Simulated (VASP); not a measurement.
# ScRu3 (Pm-3m) in VASP: notebook

Runs on ScRu3. Level: PBE. Tasks: single point.

All numbers are computed with VASP 6.6.1; they aren't measurements. Logs are shortened: lines on timing, memory, paths and dates and some standing lists are left out, and cuts for length are marked.

**1. The cell of the first run**

Symmetry: Pm-3m, No. 221, cubic system. The conventional cell has a = 3.938 Å, b = 3.938 Å, c = 3.938 Å, α = 90.00°, β = 90.00°, γ = 90.00°. Sc (site symmetry m-3m) has 12 Ru at 2.78 Å within 3.7 Å. Within 3.7 Å of Ru (site symmetry 4/mmm) lie 4 Sc at 2.78 Å and 8 Ru at 2.78 Å.

**2. Single point, PBE**

INCAR reads:

```
PREC = Accurate ; ENCUT = 520
EDIFF = 1E-6 ; ISMEAR = 0
SIGMA = 0.1 ; LREAL = False
LASPH = True ; NELM = 100
ALGO = Normal ; ISIF = 2
LWAVE = False ; LCHARG = False
GGA = PE ; NBANDS = 34
```

KPOINTS reads:

```
regular mesh
0
Gamma
  4 4 4
```

POSCAR reads:

```
ScRu3
1.0
    3.9384369900      0.0000000000      0.0000000000
    0.0000000000      3.9384369900      0.0000000000
    0.0000000000      0.0000000000      3.9384369900
Sc Ru
1 3
Direct
    0.0000000000      0.0000000000      0.0000000000
    0.0000000000      0.5000000000      0.5000000000
    0.5000000000      0.0000000000      0.5000000000
    0.5000000000      0.5000000000      0.0000000000
```

Potentials or basis: VASP PAW PBE potentials, release 64 (Sc_sv, Ru_pv).

Launch:

```
> cat potpaw_PBE.64/Sc_sv/POTCAR potpaw_PBE.64/Ru_pv/POTCAR > POTCAR
> mpirun -np 1 vasp_std > vasp.out
```

OUTCAR:

```text
PREC = Accurate
   ENCUT = 520
   EDIFF = 1E-6
   ISMEAR = 0
   LREAL = False
   LASPH = True
   NELM = 100
   ISIF = 2
   GGA = PE

 ion  position               nearest neighbor table
   1  0.000  0.000  0.000-   2 2.78   3 2.78   4 2.78   2 2.78   3 2.78   2 2.78   4 2.78   2 2.78
                             3 2.78   4 2.78   3 2.78   4 2.78
   2  0.000  0.500  0.500-   1 2.78   3 2.78   4 2.78   1 2.78   4 2.78   1 2.78   3 2.78   1 2.78
                             3 2.78   4 2.78   4 2.78   3 2.78
   3  0.500  0.000  0.500-   1 2.78   2 2.78   4 2.78   1 2.78   4 2.78   2 2.78   4 2.78   4 2.78
                             1 2.78   2 2.78   1 2.78   2 2.78
   4  0.500  0.500  0.000-   1 2.78   2 2.78   3 2.78   2 2.78   3 2.78   1 2.78   3 2.78   3 2.78
                             1 2.78   2 2.78   2 2.78   1 2.78

  LATTYP: Found a simple cubic cell.
 ALAT       =     3.9384369900

  Lattice vectors:

 A1 = (   3.9384369900,   0.0000000000,   0.0000000000)
 A2 = (   0.0000000000,   3.9384369900,   0.0000000000)
 A3 = (   0.0000000000,   0.0000000000,   3.9384369900)

Analysis of symmetry for initial positions (statically):
=====================================================================
 Subroutine PRICEL returns:
 Original cell was already a primitive cell.

 Routine SETGRP: Setting up the symmetry group for a
 simple cubic supercell.

 Subroutine GETGRP returns: Found 48 space group operations
 (whereof 48 operations were pure point group operations)
 out of a pool of 48 trial point group operations.

The static configuration has the point symmetry O_h .

Analysis of symmetry for dynamics (positions and initial velocities):
=====================================================================
 Subroutine PRICEL returns:
 Original cell was already a primitive cell.

 Routine SETGRP: Setting up the symmetry group for a
 simple cubic supercell.

 Subroutine GETGRP returns: Found 48 space group operations
 (whereof 48 operations were pure point group operations)
 out of a pool of 48 trial point group operations.

The dynamic configuration has the point symmetry O_h .

 Subroutine INISYM returns: Found 48 space group operations
 (whereof 48 operations are pure point group operations),
 and found     1 'primitive' translations

----------------------------------------------------------------------------------------

                                     Primitive cell

  volume of cell :      61.0902

  direct lattice vectors                    reciprocal lattice vectors
     3.938436990  0.000000000  0.000000000     0.253907833  0.000000000  0.000000000
     0.000000000  3.938436990  0.000000000     0.000000000  0.253907833  0.000000000
     0.000000000  0.000000000  3.938436990     0.000000000  0.000000000  0.253907833

  length of vectors
     3.938436990  3.938436990  3.938436990     0.253907833  0.253907833  0.253907833

  position of ions in fractional coordinates (direct lattice)
     0.000000000  0.000000000  0.000000000
     0.000000000  0.500000000  0.500000000
     0.500000000  0.000000000  0.500000000
     0.500000000  0.500000000  0.000000000

  ion indices of the primitive-cell ions
   primitive index   ion index
                 1           1
                 2           2
                 3           3
                 4           4

----------------------------------------------------------------------------------------

 KPOINTS: regular mesh

Automatic generation of k-mesh.
 Grid dimensions read from file:
 generate k-points for:    4    4    4

 Generating k-lattice:

  Cartesian coordinates                     Fractional coordinates (reciprocal lattice)
     0.063476958  0.000000000  0.000000000     0.250000000  0.000000000  0.000000000
     0.000000000  0.063476958  0.000000000     0.000000000  0.250000000  0.000000000
     0.000000000  0.000000000  0.063476958     0.000000000  0.000000000  0.250000000

  Length of vectors
     0.063476958  0.063476958  0.063476958

  Shift w.r.t. Gamma in fractional coordinates (k-lattice)
     0.000000000  0.000000000  0.000000000

 Subroutine IBZKPT returns following result:
 ===========================================

 Found     10 irreducible k-points:

 Following reciprocal coordinates:
            Coordinates               Weight
  0.000000  0.000000  0.000000      1.000000
  0.250000  0.000000  0.000000      6.000000
  0.500000  0.000000  0.000000      3.000000
  0.250000  0.250000  0.000000     12.000000
  0.500000  0.250000  0.000000     12.000000
  0.500000  0.500000  0.000000      3.000000
  0.250000  0.250000  0.250000      8.000000
  0.500000  0.250000  0.250000     12.000000
  0.500000  0.500000  0.250000      6.000000
  0.500000  0.500000  0.500000      1.000000
   k-points           NKPTS =     10   k-points in BZ     NKDIM =     10   number of bands    NBANDS=     34
   number of dos      NEDOS =    301   number of ions     NIONS =      4
   total plane-waves  NPLWV =  27000
   dimension x,y,z NGX =    30 NGY =   30 NGZ =   30
   dimension x,y,z NGXF=    60 NGYF=   60 NGZF=   60
   ions per type =               1   3
   NGX,Y,Z   is equivalent  to a cutoff of  12.66, 12.66, 12.66 a.u.
   NGXF,Y,Z  is equivalent  to a cutoff of  25.33, 25.33, 25.33 a.u.
 SYSTEM =  unknown system
   PREC   = accura    normal or accurate (medium, high low for compatibility)
   ISTART =      0    job   : 0-new  1-cont  2-samecut
   ICHARG =      2    charge: 1-file 2-atom 10-const
   ISPIN  =      1    spin polarized calculation?
   LNONCOLLINEAR =      F non collinear calculations
   LSORBIT =      F    spin-orbit coupling
   LASPH  =      T    aspherical Exc in radial PAW
   ENCUT  =  520.0 eV  38.22 Ry    6.18 a.u.   7.32  7.32  7.32*2*pi/ulx,y,z
   NELM   =    100;   NELMIN=  2; NELMDL= -5     # of ELM steps
   EDIFF  = 0.1E-05   stopping-criterion for ELM
   LREAL  =      F    real-space projection
   EDIFFG = 0.1E-04   stopping-criterion for IOM
   NSW    =      0    number of steps for IOM
   IBRION =     -1    ionic relax: 0-MD 1-quasi-New 2-CG
   NFREE  =      0    steps in history (QN), initial steepest desc. (CG)
   ISIF   =      2    stress and relaxation
   ISYM   =      2    0-nonsym 1-usesym 2-fastsym
   POTIM  = 0.5000    time-step for ionic-motion
   TEBEG  =    0.0;   TEEND  =   0.0 temperature during run
   PSTRESS=    0.0 pullay stress
   NELECT =      53.0000    total number of electrons
   NUPDOWN=      -1.0000    fix difference up-down
   EMIN   =  10.00;   EMAX   =-10.00  energy-range for DOS
   EFERMI =   0.00;   METHOD = LEGACY
   ISMEAR =     0;   SIGMA  =   0.10  broadening in eV -4-tet -1-fermi 0-gaus
   EFERMI_NEDOS =   21; number of points for ismear=-14 and -15
   IALGO  =     38    algorithm
   IMIX   =      4    mixing-type and parameters
     AMIX     =   0.40;   BMIX     =  1.00
     AMIX_MAG =   1.60;   BMIX_MAG =  1.00
  volume/ion in A,a.u.               =      15.27       103.06
  Fermi-wavevector in a.u.,A,eV,Ry     =   1.561383  2.950587 33.169889  2.437918
  Thomas-Fermi vector in A             =   2.664457
   LORBIT       =      0    0 simple, 1 ext, 2 COOP (PROOUT), +10 PAW based schemes
   GGA     = PE    functional components
   LHFCALC =     F    Hartree Fock is set to
   AEXX    =    0.0000 exact exchange contribution
   IVDW    =     0    specifies the selected vdW correction
   LEPSILON=     F    determine dielectric tensor
   LRPA    =     F    only Hartree local field effects (RPA)
 non-spin polarized calculation
 Gauss-broadening in eV      SIGMA  =   0.10
  energy-cutoff  :      520.00
  volume of cell :       61.09
 maximum number of plane-waves:      1671
 NGX is ok and might be reduce to    30

 number of electron      52.9999967 magnetization

 Free energy of the ion-electron system (eV)
  ---------------------------------------------------
  ext. energy  EPLUGINS =         0.00000000
  ---------------------------------------------------
  free energy    TOTEN  =       -33.94527734 eV

  energy without entropy =      -33.91027995  energy(sigma->0) =      -33.92777864

 E-fermi :   9.5053     XC(G=0): -13.0200

 val. band max:        9.4719661377   @ k =   0.5000   0.2500   0.0000
 cond. band min:       9.5750549565   @ k =   0.2500   0.0000   0.0000
 fundamental gap:      0.1030888188
 Fermi energy:         9.5053217016

 k-point     1 :       0.0000    0.0000    0.0000
  band No.  band energies     occupation
      1     -38.6291      2.00000
      2     -32.9729      2.00000
      3     -32.9729      2.00000
      4     -32.9729      2.00000
      5     -32.6077      2.00000
      6     -32.6077      2.00000
[... 26 lines left out ...]
     33      13.9935      0.00000
     34      13.9935      0.00000

 k-point     2 :       0.2500    0.0000    0.0000
  band No.  band energies     occupation
      1     -38.6312      2.00000
      2     -32.9354      2.00000
      3     -32.9354      2.00000
      4     -32.9047      2.00000
      5     -32.6224      2.00000
      6     -32.6224      2.00000
[... 26 lines left out ...]
     33      13.5903      0.00000
     34      13.7128      0.00000

 k-point     3 :       0.5000    0.0000    0.0000
  band No.  band energies     occupation
      1     -38.6333      2.00000
      2     -32.8873      2.00000
      3     -32.8873      2.00000
      4     -32.7710      2.00000
      5     -32.6882      2.00000
      6     -32.6513      2.00000
[... 26 lines left out ...]
     33      13.1047      0.00000
     34      13.2362      0.00000
[... 186 lines left out ...]
 k-point     9 :       0.5000    0.5000    0.2500
  band No.  band energies     occupation
      1     -38.6281      2.00000
      2     -33.1055      2.00000
      3     -32.8659      2.00000
      4     -32.8089      2.00000
      5     -32.8089      2.00000
      6     -32.6363      2.00000
[... 26 lines left out ...]
     33      13.3932      0.00000
     34      13.3932      0.00000

 k-point    10 :       0.5000    0.5000    0.5000
  band No.  band energies     occupation
      1     -38.6243      2.00000
      2     -33.1838      2.00000
      3     -32.8733      2.00000
      4     -32.8733      2.00000
      5     -32.8733      2.00000
      6     -32.5563      2.00000
[... 26 lines left out ...]
     33      13.6619      0.00000
     34      13.6619      0.00000

------------------------ aborting loop because EDIFF is reached ----------------------------------------

  FORCE on cell =-STRESS in cart. coord.  units (eV):
  Direction    XX          YY          ZZ          XY          YZ          ZX
  --------------------------------------------------------------------------------------
  -------------------------------------------------------------------------------------
  Total       -0.5134618     -0.5134618     -0.5134618      0.0000000     -0.0000000     -0.0000000
  in kB      -13.4662601    -13.4662601    -13.4662601      0.0000000     -0.0000000     -0.0000000
  external PRESSURE =     -13.4662601 kB  Pullay stress =       0.0000000 kB

 VOLUME and BASIS-vectors are now :
 -----------------------------------------------------------------------------
  energy-cutoff  :      520.00
  volume of cell :       61.09
      direct lattice vectors                 reciprocal lattice vectors
     3.938436990  0.000000000  0.000000000     0.253907833  0.000000000  0.000000000
     0.000000000  3.938436990  0.000000000     0.000000000  0.253907833  0.000000000
     0.000000000  0.000000000  3.938436990     0.000000000  0.000000000  0.253907833

 POSITION                                       TOTAL-FORCE (eV/Angst)
 -----------------------------------------------------------------------------------
      0.00000      0.00000      0.00000         0.000000      0.000000      0.000000
      0.00000      1.96922      1.96922         0.000000      0.000000      0.000000
      1.96922      0.00000      1.96922         0.000000      0.000000      0.000000
      1.96922      1.96922      0.00000         0.000000      0.000000      0.000000
 -----------------------------------------------------------------------------------
    total drift:                                0.000000      0.000000     -0.000000

  FREE ENERGIE OF THE ION-ELECTRON SYSTEM (eV)
  ---------------------------------------------------
  free  energy   TOTEN  =       -33.9452773394 eV

  energy  without entropy=      -33.9102799491  energy(sigma->0) =      -33.92777864
```

Wall time 47 s (1 thread of AMD EPYC 7R13, shared host); peak memory 0.14 GiB.

What came out:

* Free energy: -33.9453 eV
* Pressure: -1.3 GPa

Caveat: the k points lie up to 0.40 Å⁻¹ apart.

**3. Single point, PBE, collinear spin, ferromagnetic start**

INCAR reads:

```
SYSTEM = ScRu3
PREC     = Accurate       ! precision mode
ENCUT    = 520            ! plane-wave cutoff, eV
EDIFF    = 1E-7           ! SCF threshold, eV
ISMEAR   = 0              ! smearing method
SIGMA    = 0.1            ! smearing width, eV
LREAL    = .False.        ! projectors in reciprocal space
LASPH    = .True.         ! aspherical terms in the spheres
NELM     = 150            ! most SCF steps
ALGO     = Normal         ! electronic algorithm
ISIF     = 2              ! what is computed and relaxed
LWAVE    = .False.        ! write WAVECAR
LCHARG   = .True.         ! write CHGCAR
ISPIN    = 2              ! spin polarisation
MAGMOM   = 1 1 1 1        ! initial moments
LORBIT   = 11             ! projections on sites
LMAXMIX  = 4              ! l up to which the mixer works
GGA      = PE             ! functional
LELF     = .True.         ! ELF
LVHAR    = .True.       
NBANDS   = 38             ! bands
```

KPOINTS reads:

```
regular mesh
0
Gamma
  4 4 4
  0 0 0
```

POSCAR is that of step 2.

Potentials or basis: VASP PAW PBE potentials, release 64 (Sc_sv, Ru_pv).

Launch:

```
> cat potpaw_PBE.64/Sc_sv/POTCAR potpaw_PBE.64/Ru_pv/POTCAR > POTCAR
> mpirun -np 1 vasp_std > vasp.out
```

Wall time 1.9 min (1 thread of AMD EPYC 7R13, shared host); peak memory 0.17 GiB.

Results (log left out):

- Free energy: -33.9500 eV
- Pressure: -1.1 GPa
- Net moment: 0.92 μB per cell
- Site moments: Sc -0.03; Ru +0.31 μB
- Valence electrons inside the program's atomic spheres: Sc 9.72; Ru 12.59

Levels at points of the mesh, in eV from the Fermi level:
Spin up:
| k point | band 23 | band 24 | band 25 | band 26 | band 27 | band 28 | band 29 | band 30 | band 31 | band 32 |
| --- | --- | --- | --- | --- | --- | --- | --- | --- | --- | --- |
| (0.00, 0.00, 0.00) | -1.14 | 0.51 | 0.51 | 1.68 | 2.19 | 2.19 | 2.19 | 3.95 | 3.95 | 3.95 |
| (0.50, 0.00, 0.00) | -1.95 | -0.91 | -0.68 | -0.26 | -0.26 | -0.19 | 0.78 | 2.20 | 2.71 | 2.71 |
| (0.50, 0.50, 0.00) | -1.94 | -1.53 | -0.86 | -0.86 | -0.82 | -0.09 | 0.08 | 0.09 | 3.23 | 3.23 |
| (0.50, 0.50, 0.50) | -1.33 | -0.58 | -0.58 | 1.13 | 1.64 | 1.64 | 1.64 | 1.75 | 1.75 | 1.75 |
Spin down:
| k point | band 21 | band 22 | band 23 | band 24 | band 25 | band 26 | band 27 | band 28 | band 29 | band 30 |
| --- | --- | --- | --- | --- | --- | --- | --- | --- | --- | --- |
| (0.00, 0.00, 0.00) | -0.97 | -0.97 | -0.97 | 0.89 | 0.89 | 1.93 | 2.35 | 2.35 | 2.35 | 3.98 |
| (0.50, 0.00, 0.00) | -2.06 | -1.85 | -1.85 | -0.71 | -0.35 | -0.08 | -0.08 | 0.07 | 1.16 | 2.35 |
| (0.50, 0.50, 0.00) | -2.19 | -1.83 | -1.83 | -1.35 | -0.61 | -0.51 | -0.51 | -0.06 | 0.22 | 0.32 |
| (0.50, 0.50, 0.50) | -0.99 | -0.99 | -0.99 | -0.39 | -0.39 | 1.20 | 1.66 | 1.66 | 1.66 | 1.94 |

Caveat: the k points lie up to 0.40 Å⁻¹ apart.

**4. Single point, PBE**

This run uses another cell than the first one: it holds 8 atoms, not 4.

INCAR reads:

```
SYSTEM = ScRu3
PREC = Accurate
ENCUT = 520
EDIFF = 1E-6
ISMEAR = 0
SIGMA = 0.2
LREAL = .FALSE.
LASPH = .TRUE.
NELM = 60
ALGO = Fast
ISIF = 2
LWAVE = .FALSE.
LCHARG = .TRUE.
GGA = PE
LELF = .TRUE.
LVHAR = .TRUE.
NBANDS = 63
```

KPOINTS reads:

```
Automatic mesh
0
G
  6 6 4
  0 0 0
```

POSCAR reads:

```
ScRu3
1.0
    3.9262662333      0.0000000000      0.0000000000
    0.0000000000      3.9262662333      0.0000000000
    0.0000000000      0.0000000000      7.8525324666
Sc Ru
2 6
Direct
    0.0000000000      0.0000000000      0.0000000000
    0.0000000000      0.0000000000      0.5000000000
    0.0000000000      0.5000000000      0.2500000000
    0.0000000000      0.5000000000      0.7500000000
    0.5000000000      0.0000000000      0.2500000000
    0.5000000000      0.0000000000      0.7500000000
    0.5000000000      0.5000000000      0.5000000000
    0.5000000000      0.5000000000      0.0000000000
```

Launch:

```
> cat potpaw_PBE.64/Sc_sv/POTCAR potpaw_PBE.64/Ru_pv/POTCAR > POTCAR
> mpirun -np 1 vasp_std > vasp.out
```

Run time: 8.8 min. Hardware: 1 thread of AMD EPYC 7R13, shared host; peak memory 0.3 GiB.

Results (log left out):

* Free energy: -68.1804 eV
* Pressure: 0.2 GPa
* Band gap on the k mesh: zero (band 53 reaches 10.40 eV, above the bottom of band 54 at 9.41 eV)

Levels at points of the mesh, in eV from the Fermi level:
```tsv
k point	band 52	band 53	band 54	band 55	band 56	band 57
(0.00, 0.00, 0.00)	0.68	0.68	0.96	1.83	2.28	2.28
(0.50, 0.00, 0.00)	-0.58	-0.19	-0.19	-0.11	-0.07	0.12
(0.50, 0.50, 0.00)	-0.50	-0.11	0.12	0.20	1.09	1.64
(0.00, 0.00, 0.50)	0.36	0.72	0.72	1.17	1.17	1.55
(0.50, 0.00, 0.50)	-0.13	-0.05	-0.05	0.18	0.18	0.55
(0.50, 0.50, 0.50)	-0.26	-0.26	-0.26	-0.20	-0.20	0.52
```

**5. The runs side by side**

```csv
spin,cell,k mesh,smearing,gap on the mesh (eV),pressure (GPa)
off,"a = 3.938 Å, 4 atoms",4 × 4 × 4,gaussian 0.1 eV,none,-1.3
"collinear, ferromagnetic start","a = 3.938 Å, 4 atoms",4 × 4 × 4,gaussian 0.1 eV,none,-1.1
off,"a = 3.926, b = 3.926, c = 7.853 Å, 8 atoms",6 × 6 × 4,gaussian 0.2 eV,none,0.2
```

Alike in all rows: task single point; level PBE; potentials or basis VASP PAW PBE potentials, release 64 (Sc_sv, Ru_pv); cutoff (eV) 520.

Caveats: some runs use coarse meshes.

Absolute energies hang on the potentials; compare differences alone.
